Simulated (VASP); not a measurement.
# PbS (Fm-3m) in VASP: single point with PBE

Aim: the single point of PbS with PBE.

All numbers are computed with VASP 6.6.1; they aren't measurements. Logs are shortened: lines on timing, memory, paths and dates and some standing lists are left out, and cuts for length are marked.

## Step 1: The cell of the first run

It takes space group Fm-3m (No. 225, cubic). Conventional cell: a = 5.974 Å, b = 5.974 Å, c = 5.974 Å, α = 90.00°, β = 90.00°, γ = 90.00°. Pb (site symmetry m-3m) has 6 S at 2.99 Å within 3.9 Å. S (site symmetry m-3m) has 6 Pb at 2.99 Å within 3.9 Å.

## Step 2: Single point, PBE

Contents of INCAR:

```
ALGO = Normal ; EDIFF = 1E-6
ENCUT = 500 ; GGA = PE
GGA_COMPAT = F ; ISIF = 2
ISMEAR = 0 ; LASPH = T
LCHARG = F ; LREAL = F
LWAVE = F ; NBANDS = 17
NELM = 120 ; PREC = Accurate
SIGMA = 0.01
```

Contents of KPOINTS:

```
k-points
0
Gamma
  4 4 4
```

Contents of POSCAR:

```
PbS
1.0
    0.0000000000      2.9872327164      2.9872327164
    2.9872327164      0.0000000000      2.9872327164
    2.9872327164      2.9872327164      0.0000000000
Pb S
1 1
Direct
    0.0000000000      0.0000000000      0.0000000000
    0.5000000000      0.5000000000      0.5000000000
```

Potentials or basis: VASP PAW PBE potentials, release 64 (Pb_d, S).

Launch:

```bash
> cat potpaw_PBE.64/Pb_d/POTCAR potpaw_PBE.64/S/POTCAR > POTCAR
> mpirun -np 1 vasp_std > vasp.out
```

OUTCAR:

```text
EDIFF = 1E-6
   ENCUT = 500
   GGA = PE
   ISIF = 2
   ISMEAR = 0
   LASPH = T
   LREAL = F
   NELM = 120
   PREC = Accurate

 ion  position               nearest neighbor table
   1  0.000  0.000  0.000-   2 2.99   2 2.99   2 2.99   2 2.99   2 2.99   2 2.99
   2  0.500  0.500  0.500-   1 2.99   1 2.99   1 2.99   1 2.99   1 2.99   1 2.99

  LATTYP: Found a face centered cubic cell.
 ALAT       =     5.9744654328

  Lattice vectors:

 A1 = (   0.0000000000,   2.9872327164,   2.9872327164)
 A2 = (   2.9872327164,   0.0000000000,   2.9872327164)
 A3 = (   2.9872327164,   2.9872327164,   0.0000000000)

Analysis of symmetry for initial positions (statically):
=====================================================================
 Subroutine PRICEL returns:
 Original cell was already a primitive cell.

 Routine SETGRP: Setting up the symmetry group for a
 face centered cubic supercell.

 Subroutine GETGRP returns: Found 48 space group operations
 (whereof 48 operations were pure point group operations)
 out of a pool of 48 trial point group operations.

The static configuration has the point symmetry O_h .

Analysis of symmetry for dynamics (positions and initial velocities):
=====================================================================
 Subroutine PRICEL returns:
 Original cell was already a primitive cell.

 Routine SETGRP: Setting up the symmetry group for a
 face centered cubic supercell.

 Subroutine GETGRP returns: Found 48 space group operations
 (whereof 48 operations were pure point group operations)
 out of a pool of 48 trial point group operations.

The dynamic configuration has the point symmetry O_h .

 Subroutine INISYM returns: Found 48 space group operations
 (whereof 48 operations are pure point group operations),
 and found     1 'primitive' translations

----------------------------------------------------------------------------------------

                                     Primitive cell

  volume of cell :      53.3135

  direct lattice vectors                    reciprocal lattice vectors
     0.000000000  2.987232716  2.987232716    -0.167378992  0.167378992  0.167378992
     2.987232716  0.000000000  2.987232716     0.167378992 -0.167378992  0.167378992
     2.987232716  2.987232716  0.000000000     0.167378992  0.167378992 -0.167378992

  length of vectors
     4.224585021  4.224585021  4.224585021     0.289908918  0.289908918  0.289908918

  position of ions in fractional coordinates (direct lattice)
     0.000000000  0.000000000  0.000000000
     0.500000000  0.500000000  0.500000000

  ion indices of the primitive-cell ions
   primitive index   ion index
                 1           1
                 2           2

----------------------------------------------------------------------------------------

 KPOINTS: k-points

Automatic generation of k-mesh.
 Grid dimensions read from file:
 generate k-points for:    4    4    4

 Generating k-lattice:

  Cartesian coordinates                     Fractional coordinates (reciprocal lattice)
    -0.041844748  0.041844748  0.041844748     0.250000000  0.000000000  0.000000000
     0.041844748 -0.041844748  0.041844748     0.000000000  0.250000000  0.000000000
     0.041844748  0.041844748 -0.041844748     0.000000000  0.000000000  0.250000000

  Length of vectors
     0.072477229  0.072477229  0.072477229

  Shift w.r.t. Gamma in fractional coordinates (k-lattice)
     0.000000000  0.000000000  0.000000000

 Subroutine IBZKPT returns following result:
 ===========================================

 Found      8 irreducible k-points:

 Following reciprocal coordinates:
            Coordinates               Weight
  0.000000  0.000000  0.000000      1.000000
  0.250000  0.000000  0.000000      8.000000
  0.500000  0.000000  0.000000      4.000000
  0.250000  0.250000  0.000000      6.000000
  0.500000  0.250000  0.000000     24.000000
 -0.250000  0.250000  0.000000     12.000000
  0.500000  0.500000  0.000000      3.000000
 -0.250000  0.500000  0.250000      6.000000
   k-points           NKPTS =      8   k-points in BZ     NKDIM =      8   number of bands    NBANDS=     17
   number of dos      NEDOS =    301   number of ions     NIONS =      2
   total plane-waves  NPLWV =  32768
   dimension x,y,z NGX =    32 NGY =   32 NGZ =   32
   dimension x,y,z NGXF=    64 NGYF=   64 NGZF=   64
   ions per type =               1   1
   NGX,Y,Z   is equivalent  to a cutoff of  12.59, 12.59, 12.59 a.u.
   NGXF,Y,Z  is equivalent  to a cutoff of  25.19, 25.19, 25.19 a.u.
 SYSTEM =  unknown system
   PREC   = accura    normal or accurate (medium, high low for compatibility)
   ISTART =      0    job   : 0-new  1-cont  2-samecut
   ICHARG =      2    charge: 1-file 2-atom 10-const
   ISPIN  =      1    spin polarized calculation?
   LNONCOLLINEAR =      F non collinear calculations
   LSORBIT =      F    spin-orbit coupling
   LASPH  =      T    aspherical Exc in radial PAW
   ENCUT  =  500.0 eV  36.75 Ry    6.06 a.u.   7.70  7.70  7.70*2*pi/ulx,y,z
   NELM   =    120;   NELMIN=  2; NELMDL= -5     # of ELM steps
   EDIFF  = 0.1E-05   stopping-criterion for ELM
   LREAL  =      F    real-space projection
   EDIFFG = 0.1E-04   stopping-criterion for IOM
   NSW    =      0    number of steps for IOM
   IBRION =     -1    ionic relax: 0-MD 1-quasi-New 2-CG
   NFREE  =      0    steps in history (QN), initial steepest desc. (CG)
   ISIF   =      2    stress and relaxation
   ISYM   =      2    0-nonsym 1-usesym 2-fastsym
   POTIM  = 0.5000    time-step for ionic-motion
   TEBEG  =    0.0;   TEEND  =   0.0 temperature during run
   PSTRESS=    0.0 pullay stress
   NELECT =      20.0000    total number of electrons
   NUPDOWN=      -1.0000    fix difference up-down
   EMIN   =  10.00;   EMAX   =-10.00  energy-range for DOS
   EFERMI =   0.00;   METHOD = LEGACY
   ISMEAR =     0;   SIGMA  =   0.01  broadening in eV -4-tet -1-fermi 0-gaus
   EFERMI_NEDOS =   21; number of points for ismear=-14 and -15
   IALGO  =     38    algorithm
   IMIX   =      4    mixing-type and parameters
     AMIX     =   0.40;   BMIX     =  1.00
     AMIX_MAG =   1.60;   BMIX_MAG =  1.00
  volume/ion in A,a.u.               =      26.66       179.89
  Fermi-wavevector in a.u.,A,eV,Ry     =   1.180699  2.231197 18.967196  1.394050
  Thomas-Fermi vector in A             =   2.316986
   LORBIT       =      0    0 simple, 1 ext, 2 COOP (PROOUT), +10 PAW based schemes
   GGA     = PE    functional components
   LHFCALC =     F    Hartree Fock is set to
   AEXX    =    0.0000 exact exchange contribution
   IVDW    =     0    specifies the selected vdW correction
   LEPSILON=     F    determine dielectric tensor
   LRPA    =     F    only Hartree local field effects (RPA)
 non-spin polarized calculation
 Gauss-broadening in eV      SIGMA  =   0.01
  energy-cutoff  :      500.00
  volume of cell :       53.31
 maximum number of plane-waves:      1363
 NGX is ok and might be reduce to    32
   NGX = 15   NGY = 15   NGZ = 15

 number of electron      20.0000001 magnetization

 Free energy of the ion-electron system (eV)
  ---------------------------------------------------
  ext. energy  EPLUGINS =         0.00000000
  ---------------------------------------------------
  free energy    TOTEN  =        -8.75381091 eV

  energy without entropy =       -8.75381091  energy(sigma->0) =       -8.75381091

 E-fermi :   5.6048     XC(G=0):  -9.5826

 val. band max:        5.5165227506   @ k =   0.5000   0.0000   0.0000
 cond. band min:       5.9572138336   @ k =   0.5000   0.0000   0.0000
 fundamental gap:      0.4406910830
 Fermi energy:         5.6047707071

 k-point     1 :       0.0000    0.0000    0.0000
  band No.  band energies     occupation
      1     -11.2500      2.00000
      2     -11.2500      2.00000
      3     -11.2500      2.00000
      4     -11.2332      2.00000
      5     -11.2332      2.00000
      6      -7.8646      2.00000
[... 9 lines left out ...]
     16      12.3248      0.00000
     17      14.2526      0.00000

 k-point     2 :       0.2500    0.0000    0.0000
  band No.  band energies     occupation
      1     -11.2517      2.00000
      2     -11.2517      2.00000
      3     -11.2478      2.00000
      4     -11.2244      2.00000
      5     -11.2244      2.00000
      6      -7.3801      2.00000
[... 9 lines left out ...]
     16      13.5281      0.00000
     17      17.3403      0.00000

 k-point     3 :       0.5000    0.0000    0.0000
  band No.  band energies     occupation
      1     -11.2643      2.00000
      2     -11.2643      2.00000
      3     -11.2465      2.00000
      4     -11.2044      2.00000
      5     -11.2044      2.00000
      6      -6.6761      2.00000
[... 9 lines left out ...]
     16      15.6974      0.00000
     17      16.0409      0.00000

 k-point     4 :       0.2500    0.2500    0.0000
  band No.  band energies     occupation
      1     -11.2852      2.00000
      2     -11.2616      2.00000
      3     -11.2226      2.00000
      4     -11.2226      2.00000
      5     -11.2213      2.00000
      6      -7.2014      2.00000
[... 9 lines left out ...]
     16      15.5196      0.00000
     17      15.5303      0.00000

 k-point     5 :       0.5000    0.2500    0.0000
  band No.  band energies     occupation
      1     -11.3129      2.00000
      2     -11.2509      2.00000
      3     -11.2353      2.00000
      4     -11.2142      2.00000
      5     -11.2010      2.00000
      6      -6.4951      2.00000
[... 9 lines left out ...]
     16      16.3148      0.00000
     17      16.9382      0.00000

 k-point     6 :      -0.2500    0.2500    0.0000
  band No.  band energies     occupation
      1     -11.2771      2.00000
      2     -11.2479      2.00000
      3     -11.2366      2.00000
      4     -11.2206      2.00000
      5     -11.2203      2.00000
      6      -6.7411      2.00000
[... 9 lines left out ...]
     16      15.3682      0.00000
     17      16.2206      0.00000

 k-point     7 :       0.5000    0.5000    0.0000
  band No.  band energies     occupation
      1     -11.3709      2.00000
      2     -11.2732      2.00000
      3     -11.2095      2.00000
      4     -11.1940      2.00000
      5     -11.1940      2.00000
      6      -6.2812      2.00000
[... 9 lines left out ...]
     16      17.8167      0.00000
     17      17.8178      0.00000

 k-point     8 :      -0.2500    0.5000    0.2500
  band No.  band energies     occupation
      1     -11.3311      2.00000
      2     -11.2346      2.00000
      3     -11.2346      2.00000
      4     -11.2315      2.00000
      5     -11.1939      2.00000
      6      -6.2409      2.00000
[... 9 lines left out ...]
     16      17.4679      0.00000
     17      17.8089      0.00000

------------------------ aborting loop because EDIFF is reached ----------------------------------------

  FORCE on cell =-STRESS in cart. coord.  units (eV):
  Direction    XX          YY          ZZ          XY          YZ          ZX
  --------------------------------------------------------------------------------------
  -------------------------------------------------------------------------------------
  Total        0.3152253      0.3152253      0.3152253     -0.0000000     -0.0000000      0.0000000
  in kB        9.4731525      9.4731525      9.4731525     -0.0000000     -0.0000000      0.0000000
  external PRESSURE =       9.4731525 kB  Pullay stress =       0.0000000 kB

 VOLUME and BASIS-vectors are now :
 -----------------------------------------------------------------------------
  energy-cutoff  :      500.00
  volume of cell :       53.31
      direct lattice vectors                 reciprocal lattice vectors
     0.000000000  2.987232716  2.987232716    -0.167378992  0.167378992  0.167378992
     2.987232716  0.000000000  2.987232716     0.167378992 -0.167378992  0.167378992
     2.987232716  2.987232716  0.000000000     0.167378992  0.167378992 -0.167378992

 POSITION                                       TOTAL-FORCE (eV/Angst)
 -----------------------------------------------------------------------------------
      0.00000      0.00000      0.00000         0.000000     -0.000000      0.000000
      2.98723      2.98723      2.98723        -0.000000      0.000000     -0.000000
 -----------------------------------------------------------------------------------
    total drift:                                0.000000     -0.000000     -0.000000

  FREE ENERGIE OF THE ION-ELECTRON SYSTEM (eV)
  ---------------------------------------------------
  free  energy   TOTEN  =        -8.7538109114 eV

  energy  without entropy=       -8.7538109114  energy(sigma->0) =       -8.75381091
```

It took 9.6 s on 1 thread of Intel Xeon 8259CL, shared host; peak memory 0.17 GiB.

Results:

* Free energy: -8.7538 eV
* Pressure: 0.9 GPa
* Band gap on the k mesh: 0.44 eV, direct

Levels at points of the mesh, in eV from the valence-band top:
```
           k point  band 7  band 8  band 9  band 10  band 11  band 12  band 13  band 14
(0.00, 0.00, 0.00)   -6.05   -2.04   -2.04    -2.04     5.17     5.17     5.17     6.81
(0.50, 0.00, 0.00)   -8.70   -1.67   -1.67     0.00     0.44     2.03     2.03     8.65
(0.50, 0.50, 0.00)   -7.15   -4.99   -3.28    -3.28     3.98     5.53     5.62     5.62
```

Caveat: the k points lie up to 0.46 Å⁻¹ apart; spin-orbit coupling is left out, which moves the levels of the heavy elements. A k mesh can miss the band edges.
